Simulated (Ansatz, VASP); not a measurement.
**KBr: VASP beside Ansatz**

```
CELL_PARAMETERS angstrom
0.00000 3.30225 3.30225
3.28574 0.00000 3.30225
3.28574 3.30225 0.00000
ATOMIC_POSITIONS crystal
K 0.00000 0.00000 0.00000
Br 0.50000 0.50000 0.50000
```

Change from the starting cell: uniaxial_x strain -0.5%.

Alike in both runs: task single point; functional HSE06; k mesh 4 × 4 × 4; no spin polarisation.

|  | VASP | Ansatz |
| --- | --- | --- |
| version | VASP 6.6.1 | Ansatz 0.2.0 |
| potentials or method | VASP PAW PBE potentials, release 64 (K_sv, Br) | plane waves, PAW |
| plane-wave cutoff (eV) | 520 | 420 |
| occupations | gaussian, width 0.01 eV | fixed |
| valence electrons in the cell | 16 | 16 |

```csv
,VASP,Ansatz,Ansatz less VASP
gap on the k mesh at the Fermi level (eV),5.61,5.61,+0.003
pressure (GPa),0.5,0.5,-0.02
"traceless stress, the component that is largest in VASP (GPa)",0.11,0.11,-0.001
```

Ansatz's warnings: stress exchange threshold loose, stress scf threshold loose.
